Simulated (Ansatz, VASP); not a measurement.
# One calculation of CO2, two programs

```
C O
1.0
     4.42669    0.00000    0.00000
     0.00000    4.42669    0.00000
     0.00000    0.00000    4.80898
C O
2 4
Direct
  0.50000 0.50000 0.50000
  0.00000 0.00000 0.00000
  0.31325 0.68675 0.50000
  0.68675 0.31325 0.50000
  0.18675 0.18675 0.00000
  0.81325 0.81325 0.00000
```

Alike in both runs: task relaxation of cell and atoms; functional PBE; dispersion D3(BJ); k mesh 6 × 6 × 6; occupations gaussian, width 0.02 eV; no spin polarisation.

|  | VASP | Ansatz |
| --- | --- | --- |
| version | VASP 6.6.1 | Ansatz 0.2.0 |
| potentials or method | VASP PAW PBE potentials, release 64 (C, O), cutoff 600 eV | scalar-relativistic, plane waves, PAW |
| valence electrons in the cell | 32 | 32 |

|  | VASP | Ansatz | Ansatz less VASP |
| --- | --- | --- | --- |
| gap on the k mesh at the Fermi level, each at its own relaxed structure (eV) | 6.51 | 6.55 | +0.037 |
| relaxed volume (Å³/atom) | 14.85 | 15.71 | +0.858 |
| relaxed cell length with the largest relative difference (Å) | 4.691 | 4.809 | +0.1180 |

One of these differences is far larger than is usual between the two programs; its cause wasn't traced.

Noted on VASP's run: the standard files for N, O and F lose accuracy on very short bonds.
